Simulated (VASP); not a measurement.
Wanted: the native input for a VASP 6.6.1 run.

```
Task                   : single point
Functional             : PBE
Potentials or basis    : VASP PAW PBE potentials, release 64 (Be, Cd, S)
Cutoff                 : 520 eV
k mesh                 : 6 × 6 × 4
Occupations            : gaussian, width 0.1 eV
Spin                   : no spin polarisation
Dipole correction      : no
Further INCAR settings : ALGO = Normal; EDIFF = 1e-06; NBANDS = 22
```

The structure of Be2CdS2 lies in POSCAR:

```
Be2CdS2
1.0
    3.4351152026      0.0000000000      0.0000000000
   -1.7175576013      2.9748970304      0.0000000000
    0.0000000000      0.0000000000     10.2741060854
Be Cd S
2 1 2
Direct
    0.3333333333      0.6666666667      0.4229272764
    0.6666666667      0.3333333333      0.5770727236
    0.0000000000      0.0000000000      0.0000000000
    0.3333333333      0.6666666667      0.6372799821
    0.6666666667      0.3333333333      0.3627200179
```

The input as run:

INCAR

```
  PREC = Accurate
  ENCUT = 520
  EDIFF = 1E-6
  ISMEAR = 0
  SIGMA = 0.1
  LREAL = F
  LASPH = T
  NELM = 100
  ALGO = Normal
  ISIF = 2
  LWAVE = F
  LCHARG = F
  GGA = PE
  NBANDS = 22
```

KPOINTS

```
Automatic mesh
0
Gamma
  6 6 4
```

Potentials or basis: VASP PAW PBE potentials, release 64 (Be, Cd, S).

The run is started by

```sh
$ cat potpaw_PBE.64/Be/POTCAR potpaw_PBE.64/Cd/POTCAR potpaw_PBE.64/S/POTCAR > POTCAR
$ mpirun -np 1 vasp_std > vasp.out
```

Results of the run:

The pressure is 0.0 GPa. The largest force is 0.024 eV/Å and the band gap on the k mesh is zero (band 14 reaches 3.72 eV, above the bottom of band 15 at 3.37 eV).

It took 26 s on 1 thread of Intel(R) Xeon(R) 6975P-C (Granite Rapids), on a shared host, peak memory 0.26 GiB.
